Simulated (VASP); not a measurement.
# TaN (Amm2) in VASP: further runs, part 2 of 2

VASP 6.6.1.

## (4) Single point, PBEsol (strain +0.0100 x Voigt [1, -1, 0, 0, 0, 0])

File INCAR:

```
PREC     = Accurate       # precision mode
ENCUT    = 520            # plane-wave cutoff, eV
EDIFF    = 1E-6           # SCF threshold, eV
ISMEAR   = 0              # smearing method
SIGMA    = 0.15           # smearing width, eV
LREAL    = F              # projectors in reciprocal space
LASPH    = T              # aspherical terms in the spheres
NELM     = 80             # most SCF steps
ALGO     = Normal         # electronic algorithm
ISIF     = 2              # what is computed and relaxed
LWAVE    = F              # write WAVECAR
LCHARG   = F              # write CHGCAR
GGA      = PS             # functional
NBANDS   = 15             # bands
```

File KPOINTS:

```
regular mesh
0
Gamma
  18 18 16
```

File POSCAR:

```
TaN
1.0
    2.9673788470      0.0000000000      0.0000000000
   -1.4836894235      2.5189378312      0.0000000000
    0.0000000000      0.0000000000      2.8830000000
Ta N
1 1
Direct
    0.3333333333      0.6666666667      0.5000000000
    0.0000000000      0.0000000000      0.0000000000
```

Potentials or basis: VASP PAW PBE potentials, release 64 (Ta_pv, N).

Command:

```sh
$ cat potpaw_PBE.64/Ta_pv/POTCAR potpaw_PBE.64/N/POTCAR > POTCAR
$ mpirun -np 1 vasp_std > vasp.out
```

OUTCAR:

```text
PREC = Accurate
   ENCUT = 520
   EDIFF = 1E-6
   ISMEAR = 0
   LREAL = F
   LASPH = T
   NELM = 80
   ISIF = 2
   GGA = PS

 ion  position               nearest neighbor table
   1  0.333  0.667  0.500-   2 2.21   2 2.21   2 2.23   2 2.23   2 2.23   2 2.23
   2  0.000  0.000  0.000-   1 2.21   1 2.21   1 2.23   1 2.23   1 2.23   1 2.23

  Warning from LATTYP: Monoclinic adjustment (A1->A3, A2->A1, A3->A2)!
  LATTYP: Found a base centered orthorhombic cell.
 ALAT       =     2.9673788470
 B/A-ratio  =     1.6977527718
 C/A-ratio  =     0.9715645183

  Lattice vectors:

 A1 = (   1.4836894235,  -2.5189378312,   0.0000000000)
 A2 = (   1.4836894235,   2.5189378312,   0.0000000000)
 A3 = (   0.0000000000,   0.0000000000,   2.8830000000)

Analysis of symmetry for initial positions (statically):
=====================================================================
 Subroutine PRICEL returns:
 Original cell was already a primitive cell.

 Routine SETGRP: Setting up the symmetry group for a
 base centered orthorhombic supercell.

 Subroutine GETGRP returns: Found  4 space group operations
 (whereof  4 operations were pure point group operations)
[... 180 lines left out ...]
      7       3.8917      2.00000
      8       5.1821      2.00000
      9      10.3070      0.00000
     10      11.5627      0.00000
     11      11.8235      0.00000
     12      12.0300      0.00000
     13      12.1197      0.00000
     14      21.1046      0.00000
[... 401 lines left out ...]
      2     -26.6142      2.00000
      3     -26.5373      2.00000
      4      -8.5152      2.00000
      5       1.2183      2.00000
      6       3.8537      2.00000
      7       4.2589      2.00000
      8       5.0545      2.00000
      9      10.1225      0.00000
     10      11.4174      0.00000
     11      12.2378      0.00000
     12      13.2562      0.00000
     13      13.4455      0.00000
     14      21.2076      0.00000
     15      21.5168      0.00000

 [... further k-points ...]

------------------------ aborting loop because EDIFF is reached ----------------------------------------

  FORCE on cell =-STRESS in cart. coord.  units (eV):
  Direction    XX          YY          ZZ          XY          YZ          ZX
  --------------------------------------------------------------------------------------
  -------------------------------------------------------------------------------------
  Total       -1.1250959      0.0681821     -0.5469571      0.0000000      0.0000000      0.0000000
  in kB      -83.6498273      5.0692756    -40.6657465      0.0000000      0.0000000      0.0000000
  external PRESSURE =     -39.7487660 kB  Pullay stress =       0.0000000 kB

 VOLUME and BASIS-vectors are now :
 -----------------------------------------------------------------------------
  energy-cutoff  :      520.00
  volume of cell :       21.55
      direct lattice vectors                 reciprocal lattice vectors
     2.967378847  0.000000000  0.000000000     0.336997752  0.198496364  0.000000000
    -1.483689423  2.518937831  0.000000000     0.000000000  0.396992727  0.000000000
     0.000000000  0.000000000  2.883000000     0.000000000  0.000000000  0.346860909

 POSITION                                       TOTAL-FORCE (eV/Angst)
 -----------------------------------------------------------------------------------
     -0.00000      1.67929      1.44150        -0.000000      0.037369      0.000000
      0.00000      0.00000      0.00000         0.000000     -0.037369      0.000000
 -----------------------------------------------------------------------------------
    total drift:                                0.000000      0.000157      0.000000

  FREE ENERGIE OF THE ION-ELECTRON SYSTEM (eV)
  ---------------------------------------------------
  free  energy   TOTEN  =       -23.7971675839 eV

  energy  without entropy=      -23.7966038289  energy(sigma->0) =      -23.79688571
```

OSZICAR:

```text
N       E                     dE             d eps       ncg     rms          rms(c)
DAV:   1     0.896228123545E+02    0.89623E+02   -0.87835E+03 24578   0.113E+03
DAV:   2    -0.233246961295E+02   -0.11295E+03   -0.10646E+03 29771   0.306E+02
DAV:   3    -0.261237297468E+02   -0.27990E+01   -0.27857E+01 27734   0.448E+01
DAV:   4    -0.261353222927E+02   -0.11593E-01   -0.11589E-01 32214   0.312E+00
DAV:   5    -0.261353916124E+02   -0.69320E-04   -0.69318E-04 28203   0.225E-01    0.238E+01
DAV:   6    -0.239039299874E+02    0.22315E+01   -0.35149E+00 32450   0.224E+01    0.102E+01
DAV:   7    -0.238334524541E+02    0.70478E-01   -0.54548E-01 27153   0.582E+00    0.692E+00
DAV:   8    -0.238045010842E+02    0.28951E-01   -0.15483E-01 30961   0.327E+00    0.144E+00
DAV:   9    -0.237972973993E+02    0.72037E-02   -0.15499E-02 27755   0.102E+00    0.192E-01
DAV:  10    -0.237972395874E+02    0.57812E-04   -0.10555E-03 30716   0.381E-01    0.894E-02
DAV:  11    -0.237971670458E+02    0.72542E-04   -0.91344E-05 28735   0.104E-01    0.107E-02
DAV:  12    -0.237971676199E+02   -0.57414E-06   -0.11829E-05 26264   0.303E-02    0.449E-03
DAV:  13    -0.237971675839E+02    0.36010E-07   -0.26443E-08 13846   0.170E-03
   1 F= -.23797168E+02 E0= -.23796886E+02  d E =-.563755E-03
```

It took 3.6 min on 1 thread of Intel Xeon 8259CL, shared host; peak memory 0.37 GiB.

Results:

```
Free energy            : -23.7972 eV
Pressure               : -4.0 GPa
Largest force          : 0.037 eV/Å
Band gap on the k mesh : zero (bands 8 and 9 overlap by 0.32 eV)
```

Forces in eV/Å, atoms in the order of the input:
```
Ta   0.000  0.037  0.000
N    0.000 -0.037  0.000
```

Stress tensor (GPa, compression positive):
```
-8.36  0.00  0.00
 0.00  0.51  0.00
 0.00  0.00 -4.07
```

Caveat: the cell differs from its parent crystal (strain +0.0100 x Voigt [1, -1, 0, 0, 0, 0]); the cell stands under tension; the PAW data sets were made with another functional, which shifts forces and pressure a little; spin-orbit coupling is left out, which moves the levels of the heavy elements.

## (5) Single point, PBEsol (strain -0.0300 x Voigt [1, -1, 0, 0, 0, 0])

File INCAR:

```
SYSTEM = TaN
PREC = Accurate
ENCUT = 520
EDIFF = 1E-6
ISMEAR = 0
SIGMA = 0.15
LREAL = .FALSE.
LASPH = .TRUE.
NELM = 80
ALGO = Normal
ISIF = 2
LWAVE = .FALSE.
LCHARG = .FALSE.
GGA = PS
NBANDS = 15
```

File KPOINTS:

```
Automatic mesh
0
G
  18 18 16
  0 0 0
```

File POSCAR:

```
TaN
1.0
    2.8498588927      0.0000000000      0.0000000000
   -1.4249294463      2.6207130971      0.0000000000
    0.0000000000      0.0000000000      2.8830000000
Ta N
1 1
Direct
    0.3333333333      0.6666666667      0.5000000000
    0.0000000000      0.0000000000      0.0000000000
```

Potentials or basis: VASP PAW PBE potentials, release 64 (Ta_pv, N).

Command:

```sh
$ cat potpaw_PBE.64/Ta_pv/POTCAR potpaw_PBE.64/N/POTCAR > POTCAR
$ mpirun -np 1 vasp_std > vasp.out
```

OUTCAR:

```text
SYSTEM = TaN
   PREC = Accurate
   ENCUT = 520
   EDIFF = 1E-6
   ISMEAR = 0
   LREAL = .FALSE.
   LASPH = .TRUE.
   NELM = 80
   ISIF = 2
   GGA = PS

 ion  position               nearest neighbor table
   1  0.333  0.667  0.500-   2 2.21   2 2.21   2 2.21   2 2.21   2 2.27   2 2.27
   2  0.000  0.000  0.000-   1 2.21   1 2.21   1 2.21   1 2.21   1 2.27   1 2.27

  LATTYP: Found a base centered orthorhombic cell.
 ALAT       =     2.8498588927
 B/A-ratio  =     1.8391879709
 C/A-ratio  =     1.0116290345

  Lattice vectors:

 A1 = (   1.4249294463,  -2.6207130971,   0.0000000000)
 A2 = (   1.4249294464,   2.6207130971,   0.0000000000)
 A3 = (   0.0000000000,   0.0000000000,   2.8830000000)

Analysis of symmetry for initial positions (statically):
=====================================================================
 Subroutine PRICEL returns:
 Original cell was already a primitive cell.

 Routine SETGRP: Setting up the symmetry group for a
 base centered orthorhombic supercell.

 Subroutine GETGRP returns: Found  4 space group operations
 (whereof  4 operations were pure point group operations)
 out of a pool of  8 trial point group operations.

The static configuration has the point symmetry C_2v.

Analysis of symmetry for dynamics (positions and initial velocities):
=====================================================================
 Subroutine PRICEL returns:
 Original cell was already a primitive cell.

 Routine SETGRP: Setting up the symmetry group for a
 base centered orthorhombic supercell.

 Subroutine GETGRP returns: Found  4 space group operations
 (whereof  4 operations were pure point group operations)
 out of a pool of  8 trial point group operations.

The dynamic configuration has the point symmetry C_2v.

 Subroutine INISYM returns: Found  4 space group operations
 (whereof  4 operations are pure point group operations),
 and found     1 'primitive' translations

----------------------------------------------------------------------------------------

                                     Primitive cell

[... 122 lines left out ...]
 Gauss-broadening in eV      SIGMA  =   0.15
  energy-cutoff  :      520.00
  volume of cell :       21.53
 maximum number of plane-waves:       594
 NGX is ok and might be reduce to    24
   NGX = 11   NGY = 11   NGZ = 11

 number of electron      15.9999998 magnetization

 Free energy of the ion-electron system (eV)
  ---------------------------------------------------
  ext. energy  EPLUGINS =         0.00000000
  ---------------------------------------------------
  free energy    TOTEN  =       -23.74634059 eV

  energy without entropy =      -23.74578947  energy(sigma->0) =      -23.74606503

 E-fermi :   8.0122     XC(G=0): -13.5084

 val. band max:        8.0058070262   @ k =   0.2778   0.3333   0.0000
 cond. band min:       8.1719580435   @ k =  -0.1111   0.0556   0.3125
 fundamental gap:      0.1661510173
 Fermi energy:         8.0121634680

 k-point     1 :       0.0000    0.0000    0.0000
  band No.  band energies     occupation
      1     -26.6766      2.00000
      2     -26.4752      2.00000
      3     -26.3268      2.00000
      4      -9.6375      2.00000
      5       3.1139      2.00000
      6       3.9192      2.00000
      7       3.9332      2.00000
      8       5.1715      2.00000
      9      10.2969      0.00000
     10      11.3307      0.00000
     11      11.9621      0.00000
     12      12.1112      0.00000
     13      12.2466      0.00000
     14      21.1514      0.00000
[... 401 lines left out ...]
      2     -26.5925      2.00000
      3     -26.5806      2.00000
      4      -8.4365      2.00000
      5       1.2599      2.00000
      6       3.8258      2.00000
      7       4.1004      2.00000
      8       5.1732      2.00000
      9      10.1714      0.00000
     10      11.3954      0.00000
     11      12.0782      0.00000
     12      13.1472      0.00000
     13      13.5329      0.00000
     14      21.3144      0.00000
     15      21.5626      0.00000

 [... further k-points ...]

------------------------ aborting loop because EDIFF is reached ----------------------------------------

  FORCE on cell =-STRESS in cart. coord.  units (eV):
  Direction    XX          YY          ZZ          XY          YZ          ZX
  --------------------------------------------------------------------------------------
  -------------------------------------------------------------------------------------
  Total        1.6020247     -2.3441261     -0.5034945     -0.0000000      0.0000000      0.0000000
  in kB      119.2044038   -174.4231307    -37.4643174     -0.0000000      0.0000000      0.0000000
  external PRESSURE =     -30.8943481 kB  Pullay stress =       0.0000000 kB

 VOLUME and BASIS-vectors are now :
 -----------------------------------------------------------------------------
  energy-cutoff  :      520.00
  volume of cell :       21.53
      direct lattice vectors                 reciprocal lattice vectors
     2.849858893  0.000000000  0.000000000     0.350894566  0.190787767  0.000000000
    -1.424929446  2.620713097  0.000000000     0.000000000  0.381575534  0.000000000
     0.000000000  0.000000000  2.883000000     0.000000000  0.000000000  0.346860909

 POSITION                                       TOTAL-FORCE (eV/Angst)
 -----------------------------------------------------------------------------------
     -0.00000      1.74714      1.44150        -0.000000     -0.080660      0.000000
      0.00000      0.00000      0.00000         0.000000      0.080660      0.000000
 -----------------------------------------------------------------------------------
    total drift:                                0.000000      0.000105     -0.000000

  FREE ENERGIE OF THE ION-ELECTRON SYSTEM (eV)
  ---------------------------------------------------
  free  energy   TOTEN  =       -23.7463405917 eV

  energy  without entropy=      -23.7457894665  energy(sigma->0) =      -23.74606503
```

Wall time 4.3 min (1 thread of Intel Xeon 8259CL, shared host); peak memory 0.37 GiB.

Results:

| Quantity | Value |
| --- | --- |
| Free energy | -23.7463 eV |
| Pressure | -3.1 GPa |
| Largest force | 0.081 eV/Å |
| Band gap on the k mesh | zero (bands 8 and 9 overlap by 0.35 eV) |

Forces on the atoms (eV/Å):
```
Ta   0.000 -0.081  0.000
N    0.000  0.081  0.000
```

Stress tensor (GPa, compression positive):
```
 11.92   0.00   0.00
  0.00 -17.44   0.00
  0.00   0.00  -3.75
```

Caveat: the cell differs from its parent crystal (strain -0.0300 x Voigt [1, -1, 0, 0, 0, 0]); the cell stands under tension; the PAW data sets were made with another functional, which shifts forces and pressure a little; spin-orbit coupling is left out, which moves the levels of the heavy elements.

## (6) Single point, PBEsol (strain +0.0200 x Voigt [1, -1, 0, 0, 0, 0])

File INCAR:

```
SYSTEM = TaN
  PREC = Accurate
  ENCUT = 520
  EDIFF = 1E-6
  ISMEAR = 0
  SIGMA = 0.15
  LREAL = .False.
  LASPH = .True.
  NELM = 80
  ALGO = Normal
  ISIF = 2
  LWAVE = .False.
  LCHARG = .False.
  GGA = PS
  NBANDS = 15
```

File KPOINTS:

```
regular mesh
0
Gamma
  18 18 16
  0 0 0
```

File POSCAR:

```
TaN
1.0
    2.9967588356      0.0000000000      0.0000000000
   -1.4983794178      2.4934940147      0.0000000000
    0.0000000000      0.0000000000      2.8830000000
Ta N
1 1
Direct
    0.3333333333      0.6666666667      0.5000000000
    0.0000000000      0.0000000000      0.0000000000
```

Potentials or basis: VASP PAW PBE potentials, release 64 (Ta_pv, N).

Command:

```sh
$ cat potpaw_PBE.64/Ta_pv/POTCAR potpaw_PBE.64/N/POTCAR > POTCAR
$ mpirun -np 1 vasp_std > vasp.out
```

Run time: 3.8 min. Hardware: 1 thread of Intel Xeon 8259CL, shared host; peak memory 0.37 GiB.

It converged, with:

```yaml
Free_energy: -23.7793 eV
Pressure: -3.7 GPa
Largest_force: 0.083 eV/Å
Band_gap_on_the_k_mesh: zero (bands 8 and 9 overlap by 0.16 eV)
```

Forces on the atoms (eV/Å):
```
Ta   0.000  0.083  0.000
N    0.000 -0.083  0.000
```

Stress tensor (GPa, compression positive):
```
-12.45   0.00   0.00
  0.00   5.44   0.00
  0.00   0.00  -3.95
```

Levels at points of the mesh, in eV from the Fermi level:
| k point | band 5 | band 6 | band 7 | band 8 | band 9 | band 10 | band 11 | band 12 |
| --- | --- | --- | --- | --- | --- | --- | --- | --- |
| (0.00, 0.00, 0.00) | -4.77 | -4.41 | -4.08 | -2.89 | 2.24 | 3.38 | 3.90 | 3.93 |
| (0.50, 0.00, 0.00) | -8.32 | -5.17 | -3.50 | -3.03 | 3.14 | 4.04 | 5.28 | 5.33 |
| (0.00, 0.50, 0.00) | -8.22 | -5.18 | -3.41 | -3.32 | 2.79 | 4.00 | 5.17 | 5.43 |
| (0.00, 0.00, 0.50) | -9.35 | -3.78 | -3.64 | -0.48 | 0.35 | 2.47 | 3.12 | 3.53 |
| (0.50, 0.00, 0.50) | -7.29 | -6.17 | -5.51 | -0.44 | 4.22 | 5.22 | 6.13 | 7.08 |
| (0.00, 0.50, 0.50) | -7.34 | -6.19 | -5.94 | -0.07 | 4.10 | 5.54 | 6.20 | 7.16 |

Caveat: the cell differs from its parent crystal (strain +0.0200 x Voigt [1, -1, 0, 0, 0, 0]); the cell stands under tension; the PAW data sets were made with another functional, which shifts forces and pressure a little; spin-orbit coupling is left out, which moves the levels of the heavy elements.

## (7) The runs side by side

| cell | gap on the mesh (eV) | pressure (GPa) | largest force (eV/Å) |
| --- | --- | --- | --- |
| a = 3.026, b = 2.895, c = 2.883 Å, angles 90.0, 90.0, 121.5°, 2 atoms | none | -3.1 | 0.14 |
| a = 2.879, b = 2.968, c = 2.883 Å, angles 90.0, 90.0, 119.0°, 2 atoms | none | -3.6 | 0.06 |
| a = 2.967, b = 2.923, c = 2.883 Å, angles 90.0, 90.0, 120.5°, 2 atoms | none | -4.0 | 0.04 |
| a = 2.850, b = 2.983, c = 2.883 Å, angles 90.0, 90.0, 118.5°, 2 atoms | none | -3.1 | 0.08 |
| a = 2.997, b = 2.909, c = 2.883 Å, angles 90.0, 90.0, 121.0°, 2 atoms | none | -3.7 | 0.08 |

Alike in all rows: task single point; level PBEsol; potentials or basis VASP PAW PBE potentials, release 64 (Ta_pv, N); no spin polarisation; k mesh 18 × 18 × 16; cutoff (eV) 520; smearing gaussian 0.15 eV.

Caveats: the cell stands under tension; the PAW data sets were made with another functional, which shifts forces and pressure a little; spin-orbit coupling is left out, which moves the levels of the heavy elements.

Absolute energies hang on the potentials; compare differences alone.
